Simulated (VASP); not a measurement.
# MoS (P6_3/mmc) in VASP: single point with r2SCAN+U

Aim: the single point of MoS with r2SCAN+U.

Program: VASP 6.6.1. These are calculated values, not measurements. Logs are shortened: lines on timing, memory, paths and dates and some standing lists are left out, and cuts for length are marked.

## (1) The cell of the first run

The structure is hexagonal, space group P6_3/mmc (No. 194). The conventional cell has a = 3.812 Å, b = 3.812 Å, c = 6.643 Å, α = 90.00°, β = 90.00°, γ = 120.00°. Within 3.6 Å of Mo (site symmetry -3m) lie 6 S at 2.76 Å and 2 Mo at 3.32 Å. S (site symmetry -6m2) has 6 Mo at 2.76 Å within 3.6 Å.

## (2) Single point, r2SCAN+U

Contents of POSCAR:

```
MoS
1.0
    3.8118696859      0.0000000000      0.0000000000
   -1.9059348429      3.3011759839      0.0000000000
    0.0000000000      0.0000000000      6.6429060378
Mo S
2 2
Direct
    0.0000000000      0.0000000000      0.0000000000
    0.0000000000      0.0000000000      0.5000000000
    0.3333333333      0.6666666667      0.2500000000
    0.6666666667      0.3333333333      0.7500000000
```

Contents of INCAR.step1:

```
PREC = Accurate
ENCUT = 520
ISMEAR = 0
SIGMA = 0.1
LREAL = False
LASPH = True
NELM = 150
LMAXMIX = 4
LDAU = True
LDAUTYPE = 2
LDAUL = 2 -1
LDAUU = 4.38 0
LDAUJ = 0 0
NBANDS = 28
GGA = PE
ALGO = Normal
EDIFF = 1E-4
LWAVE = True
LCHARG = False
```

Contents of INCAR.step2:

```
PREC = Accurate
ENCUT = 520
EDIFF = 1E-6
ISMEAR = 0
SIGMA = 0.1
LREAL = False
LASPH = True
NELM = 150
ALGO = Normal
ISIF = 2
LWAVE = False
LCHARG = False
LMAXMIX = 4
LDAU = True
LDAUTYPE = 2
LDAUL = 2 -1
LDAUU = 4.38 0
LDAUJ = 0 0
LDAUPRINT = 1
METAGGA = R2SCAN
LMIXTAU = True
NBANDS = 28
ISTART = 1
```

Contents of KPOINTS:

```
Automatic mesh
0
Gamma
  12 12 6
```

Potentials or basis: VASP PAW PBE potentials, release 64 (Mo_sv, S).

Started as:

```
> cat potpaw_PBE.64/Mo_sv/POTCAR potpaw_PBE.64/S/POTCAR > POTCAR
> cp INCAR.step1 INCAR
> mpirun -np 1 vasp_std > vasp.out
> cp INCAR.step2 INCAR
> mpirun -np 1 vasp_std > vasp.out
```

OUTCAR:

```text
PREC = Accurate
   ENCUT = 520
   EDIFF = 1E-6
   ISMEAR = 0
   LREAL = False
   LASPH = True
   NELM = 150
   ISIF = 2
   METAGGA = R2SCAN
   ISTART = 1

 ion  position               nearest neighbor table
   1  0.000  0.000  0.000-   3 2.76   4 2.76   3 2.76   4 2.76   4 2.76   3 2.76   2 3.32   2 3.32

   2  0.000  0.000  0.500-   3 2.76   4 2.76   3 2.76   4 2.76   4 2.76   3 2.76   1 3.32   1 3.32

   3  0.333  0.667  0.250-   1 2.76   2 2.76   1 2.76   2 2.76   1 2.76   2 2.76
   4  0.667  0.333  0.750-   1 2.76   2 2.76   1 2.76   2 2.76   1 2.76   2 2.76

  LATTYP: Found a hexagonal cell.
 ALAT       =     3.8118696859
 C/A-ratio  =     1.7426896996

  Lattice vectors:

 A1 = (   3.8118696859,   0.0000000000,   0.0000000000)
 A2 = (  -1.9059348429,   3.3011759839,   0.0000000000)
 A3 = (   0.0000000000,   0.0000000000,   6.6429060378)

Analysis of symmetry for initial positions (statically):
=====================================================================
 Subroutine PRICEL returns:
 Original cell was already a primitive cell.

 Routine SETGRP: Setting up the symmetry group for a
 hexagonal supercell.

 Subroutine GETGRP returns: Found 24 space group operations
 (whereof 12 operations were pure point group operations)
 out of a pool of 24 trial point group operations.

The static configuration has the point symmetry D_3d.
 The point group associated with its full space group is D_6h.

Analysis of symmetry for dynamics (positions and initial velocities):
=====================================================================
 Subroutine PRICEL returns:
 Original cell was already a primitive cell.

 Routine SETGRP: Setting up the symmetry group for a
 hexagonal supercell.

 Subroutine GETGRP returns: Found 24 space group operations
 (whereof 12 operations were pure point group operations)
 out of a pool of 24 trial point group operations.

The dynamic configuration has the point symmetry D_3d.
 The point group associated with its full space group is D_6h.

 Subroutine INISYM returns: Found 24 space group operations
 (whereof 12 operations are pure point group operations),
 and found     1 'primitive' translations

----------------------------------------------------------------------------------------

                                     Primitive cell

  volume of cell :      83.5920

  direct lattice vectors                    reciprocal lattice vectors
     3.811869686  0.000000000  0.000000000     0.262338454  0.151461177  0.000000000
    -1.905934843  3.301175984  0.000000000     0.000000000  0.302922354  0.000000000
     0.000000000  0.000000000  6.642906038     0.000000000  0.000000000  0.150536526

  length of vectors
     3.811869686  3.811869686  6.642906038     0.302922354  0.302922354  0.150536526

  position of ions in fractional coordinates (direct lattice)
     0.000000000  0.000000000  0.000000000
     0.000000000  0.000000000  0.500000000
     0.333333333  0.666666667  0.250000000
     0.666666667  0.333333333  0.750000000

  ion indices of the primitive-cell ions
   primitive index   ion index
                 1           1
                 2           2
                 3           3
                 4           4
[... 95 lines left out ...]
  Thomas-Fermi vector in A             =   2.412907
   LORBIT       =      0    0 simple, 1 ext, 2 COOP (PROOUT), +10 PAW based schemes
 LDA+U is selected, type is set to LDAUTYPE =  2
   angular momentum for each species LDAUL =     2   -1
   U (eV)           for each species LDAUU =   4.4  0.0
   J (eV)           for each species LDAUJ =   0.0  0.0
   METAGGA = R2SCAN    functional components
   LHFCALC =     F    Hartree Fock is set to
   AEXX    =    0.0000 exact exchange contribution
   IVDW    =     0    specifies the selected vdW correction
   LEPSILON=     F    determine dielectric tensor
   LRPA    =     F    only Hartree local field effects (RPA)
 non-spin polarized calculation
 Gauss-broadening in eV      SIGMA  =   0.10
  energy-cutoff  :      520.00
  volume of cell :       83.59
 maximum number of plane-waves:      2277
   NGX = 15   NGY = 15   NGZ = 25

atom =   1  type =  1  l = 2

 onsite density matrix

spin component  1

  0.4493 -0.0000 -0.0000  0.3284  0.0000
 -0.0000  0.4514 -0.0000  0.0000  0.3284
 -0.0000 -0.0000  0.1084 -0.0000 -0.0000
  0.3284  0.0000 -0.0000  0.4514  0.0000
  0.0000  0.3284 -0.0000  0.0000  0.4493

spin component  2

  0.4493 -0.0000 -0.0000  0.3284  0.0000
 -0.0000  0.4514 -0.0000  0.0000  0.3284
 -0.0000 -0.0000  0.1084 -0.0000 -0.0000
  0.3284  0.0000 -0.0000  0.4514  0.0000
  0.0000  0.3284 -0.0000  0.0000  0.4493

 occupancies and eigenvectors

  o =  0.1084  v = -0.0000  0.0000 -1.0000  0.0000 -0.0000  0.0000  0.0000  0.0000  0.0000  0.0000      0.0000  0.0000  0.0000  0.0000  0.0000  0.0000  0.0000  0.0000  0.0000  0.0000
  o =  0.1084  v =  0.0000  0.0000  0.0000  0.0000  0.0000 -0.0000  0.0000 -1.0000  0.0000 -0.0000      0.0000  0.0000  0.0000  0.0000  0.0000  0.0000  0.0000  0.0000  0.0000  0.0000
  o =  0.1220  v = -0.4742 -0.5244  0.0000  0.4727  0.5260  0.0000  0.0000  0.0000  0.0000  0.0000      0.0000  0.0000  0.0000  0.0000  0.0000  0.0000  0.0000  0.0000  0.0000  0.0000
  o =  0.1220  v =  0.0000  0.0000  0.0000  0.0000  0.0000 -0.4742 -0.5244  0.0000  0.4727  0.5260      0.0000  0.0000  0.0000  0.0000  0.0000  0.0000  0.0000  0.0000  0.0000  0.0000
  o =  0.1220  v =  0.0000  0.0000  0.0000  0.0000  0.0000 -0.5260  0.4727  0.0000  0.5244 -0.4742      0.0000  0.0000  0.0000  0.0000  0.0000  0.0000  0.0000  0.0000  0.0000  0.0000
  o =  0.1220  v = -0.5260  0.4727  0.0000  0.5244 -0.4742  0.0000  0.0000  0.0000  0.0000  0.0000      0.0000  0.0000  0.0000  0.0000  0.0000  0.0000  0.0000  0.0000  0.0000  0.0000
  o =  0.7787  v =  0.0000  0.0000  0.0000  0.0000  0.0000  0.4727 -0.5261 -0.0000  0.4741 -0.5245      0.0000  0.0000  0.0000  0.0000  0.0000  0.0000  0.0000  0.0000  0.0000  0.0000
  o =  0.7787  v =  0.4727 -0.5261 -0.0000  0.4741 -0.5245  0.0000  0.0000  0.0000  0.0000  0.0000      0.0000  0.0000  0.0000  0.0000  0.0000  0.0000  0.0000  0.0000  0.0000  0.0000
  o =  0.7787  v = -0.5245 -0.4741  0.0000 -0.5261 -0.4727  0.0000  0.0000  0.0000  0.0000  0.0000      0.0000  0.0000  0.0000  0.0000  0.0000  0.0000  0.0000  0.0000  0.0000  0.0000
  o =  0.7787  v =  0.0000  0.0000  0.0000  0.0000  0.0000 -0.5245 -0.4741  0.0000 -0.5261 -0.4727      0.0000  0.0000  0.0000  0.0000  0.0000  0.0000  0.0000  0.0000  0.0000  0.0000

atom =   2  type =  1  l = 2

 onsite density matrix

spin component  1

  0.4493  0.0000 -0.0000 -0.3284  0.0000
  0.0000  0.4514  0.0000  0.0000 -0.3284
 -0.0000  0.0000  0.1084  0.0000 -0.0000
 -0.3284  0.0000  0.0000  0.4514 -0.0000
  0.0000 -0.3284 -0.0000 -0.0000  0.4493

spin component  2

  0.4493  0.0000 -0.0000 -0.3284  0.0000
  0.0000  0.4514  0.0000  0.0000 -0.3284
 -0.0000  0.0000  0.1084  0.0000 -0.0000
 -0.3284  0.0000  0.0000  0.4514 -0.0000
  0.0000 -0.3284 -0.0000 -0.0000  0.4493

 occupancies and eigenvectors

  o =  0.1084  v = -0.0000 -0.0000 -1.0000 -0.0000 -0.0000  0.0000  0.0000  0.0000  0.0000  0.0000      0.0000  0.0000  0.0000  0.0000  0.0000  0.0000  0.0000  0.0000  0.0000  0.0000
  o =  0.1084  v =  0.0000  0.0000  0.0000  0.0000  0.0000 -0.0000 -0.0000 -1.0000 -0.0000 -0.0000      0.0000  0.0000  0.0000  0.0000  0.0000  0.0000  0.0000  0.0000  0.0000  0.0000
  o =  0.1220  v = -0.4741  0.5245  0.0000 -0.4726  0.5261  0.0000  0.0000  0.0000  0.0000  0.0000      0.0000  0.0000  0.0000  0.0000  0.0000  0.0000  0.0000  0.0000  0.0000  0.0000
  o =  0.1220  v =  0.0000  0.0000  0.0000  0.0000  0.0000 -0.4741  0.5245  0.0000 -0.4726  0.5261      0.0000  0.0000  0.0000  0.0000  0.0000  0.0000  0.0000  0.0000  0.0000  0.0000
  o =  0.1220  v =  0.0000  0.0000  0.0000  0.0000  0.0000 -0.5261 -0.4726  0.0000 -0.5245 -0.4741      0.0000  0.0000  0.0000  0.0000  0.0000  0.0000  0.0000  0.0000  0.0000  0.0000
  o =  0.1220  v = -0.5261 -0.4726  0.0000 -0.5245 -0.4741  0.0000  0.0000  0.0000  0.0000  0.0000      0.0000  0.0000  0.0000  0.0000  0.0000  0.0000  0.0000  0.0000  0.0000  0.0000
  o =  0.7787  v =  0.0000  0.0000  0.0000  0.0000  0.0000  0.4726  0.5261 -0.0000 -0.4741 -0.5245      0.0000  0.0000  0.0000  0.0000  0.0000  0.0000  0.0000  0.0000  0.0000  0.0000
  o =  0.7787  v =  0.4726  0.5261 -0.0000 -0.4741 -0.5245  0.0000  0.0000  0.0000  0.0000  0.0000      0.0000  0.0000  0.0000  0.0000  0.0000  0.0000  0.0000  0.0000  0.0000  0.0000
  o =  0.7787  v = -0.5245  0.4741  0.0000  0.5261 -0.4726  0.0000  0.0000  0.0000  0.0000  0.0000      0.0000  0.0000  0.0000  0.0000  0.0000  0.0000  0.0000  0.0000  0.0000  0.0000
  o =  0.7787  v =  0.0000  0.0000  0.0000  0.0000  0.0000 -0.5245  0.4741  0.0000  0.5261 -0.4726      0.0000  0.0000  0.0000  0.0000  0.0000  0.0000  0.0000  0.0000  0.0000  0.0000

 number of electron      40.0000005 magnetization

 Free energy of the ion-electron system (eV)
  ---------------------------------------------------
  ext. energy  EPLUGINS =         0.00000000
  ---------------------------------------------------
  free energy    TOTEN  =       -58.26424791 eV

  energy without entropy =      -58.25098354  energy(sigma->0) =      -58.25761572

 E-fermi :   6.7982     XC(G=0): -11.1617

 val. band max:        6.7761974678   @ k =   0.4167   0.1667   0.3333
 cond. band min:       6.8218591767   @ k =   0.3333   0.2500   0.3333
 fundamental gap:      0.0456617088
 Fermi energy:         6.7982063412

 k-point     1 :       0.0000    0.0000    0.0000
  band No.  band energies     occupation
      1     -56.0919      2.00000
      2     -56.0815      2.00000
      3     -29.8660      2.00000
      4     -29.7158      2.00000
      5     -29.2382      2.00000
      6     -29.2382      2.00000
[... 733 lines left out ...]
     27      11.2637      0.00000
     28      12.7056      0.00000

 [... further k-points ...]
[... 5 lines left out ...]
  --------------------------------------------------------------------------------------
  -------------------------------------------------------------------------------------
  Total       -8.4237517     -8.4237517     -7.8227493     -0.0000000      0.0000000      0.0000000
  in kB     -161.4549282   -161.4549282   -149.9357377     -0.0000000      0.0000000      0.0000000
  external PRESSURE =    -157.6151981 kB  Pullay stress =       0.0000000 kB

 VOLUME and BASIS-vectors are now :
 -----------------------------------------------------------------------------
  energy-cutoff  :      520.00
  volume of cell :       83.59
      direct lattice vectors                 reciprocal lattice vectors
     3.811869686  0.000000000  0.000000000     0.262338454  0.151461177  0.000000000
    -1.905934843  3.301175984  0.000000000     0.000000000  0.302922354  0.000000000
     0.000000000  0.000000000  6.642906038     0.000000000  0.000000000  0.150536526

 POSITION                                       TOTAL-FORCE (eV/Angst)
 -----------------------------------------------------------------------------------
      0.00000      0.00000      0.00000        -0.000000      0.000000      0.000000
      0.00000      0.00000      3.32145        -0.000000      0.000000      0.000000
     -0.00000      2.20078      1.66073        -0.000000      0.000000      0.000000
      1.90593      1.10039      4.98218         0.000000      0.000000     -0.000000
 -----------------------------------------------------------------------------------
    total drift:                               -0.000000     -0.000000      0.000000

  FREE ENERGIE OF THE ION-ELECTRON SYSTEM (eV)
  ---------------------------------------------------
  free  energy   TOTEN  =       -58.2642479087 eV

  energy  without entropy=      -58.2509835391  energy(sigma->0) =      -58.25761572
```

Run time: 5.2 min. Hardware: 1 thread of Intel Xeon 6975P-C (Granite Rapids), shared host; peak memory 0.29 GiB.

Results:

```
Free energy            : -58.2642 eV
Pressure               : -15.8 GPa
Band gap on the k mesh : zero (bands 20 and 21 overlap by 1.08 eV)
```

Levels at points of the mesh, in eV from the Fermi level:
```tsv
k point	band 18	band 19	band 20	band 21	band 22	band 23
(0.00, 0.00, 0.00)	-1.88	-1.03	-1.03	-0.93	1.36	1.36
(0.50, 0.00, 0.00)	-1.50	-0.51	-0.05	1.29	2.11	2.70
(0.00, 0.00, 0.50)	-1.43	-1.43	-1.43	0.66	0.66	2.89
(0.50, 0.00, 0.50)	-1.59	-0.15	-0.15	1.82	1.82	2.88
```

Eigenvalues of the final occupation matrices:
```tsv
site	spin	trace	eigenvalues
site 1 d	1	1.91	0.11 0.12 0.12 0.78 0.78
site 1 d	2	1.91	0.11 0.12 0.12 0.78 0.78
site 2 d	1	1.91	0.11 0.12 0.12 0.78 0.78
site 2 d	2	1.91	0.11 0.12 0.12 0.78 0.78
```

Caveat: the cell stands under tension; the PAW data sets were made with another functional, which shifts forces and pressure a little; U without spin polarisation on a metal has little footing.
